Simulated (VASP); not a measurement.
Wanted: the native input for a VASP 6.6.1 run.

- Task: single point
- Functional: PBE
- Potentials or basis: VASP PAW PBE potentials, release 64 (K_sv)
- Cutoff: 520 eV
- k mesh: 10 × 10 × 6
- Occupations: fermi-dirac, width 0.05 eV
- Spin: no spin polarisation
- Dipole correction: no
- Further INCAR settings: ALGO = Normal; EDIFF = 1e-07; NBANDS = 16

The structure of K lies in POSCAR:

```
K
1.0
   -2.6417089868      2.6417089868      2.6417089868
    2.6417089868     -2.6417089868      2.6417089868
    5.2834179736      5.2834179736      0.0000000000
K
2
Direct
    0.0000000000      0.0000000000      0.0000000000
    0.5000000000      0.5000000000      0.5000000000
```

The input as run:

INCAR

```
SYSTEM = K
PREC = Accurate ; ENCUT = 520
EDIFF = 1E-7 ; ISMEAR = -1
SIGMA = 0.05 ; LREAL = .False.
LASPH = .True. ; NELM = 60
ALGO = Normal ; ISIF = 2
LWAVE = .False. ; LCHARG = .True.
GGA = PE ; LELF = .True.
LVHAR = .True. ; NBANDS = 16
```

KPOINTS

```
Automatic mesh
0
Gamma
  10 10 6
  0 0 0
```

Potentials or basis: VASP PAW PBE potentials, release 64 (K_sv).

Run with:

```bash
$ cat potpaw_PBE.64/K_sv/POTCAR > POTCAR
$ mpirun -np 1 vasp_std > vasp.out
```

Results of the run:

```
Pressure               : 0.0 GPa
Band gap on the k mesh : zero (bands 9 and 10 overlap by 2.57 eV)
```

It took 2.5 min on 1 thread of Intel(R) Xeon(R) Platinum 8559C (Emerald Rapids) (shared host), peak memory 0.39 GiB.
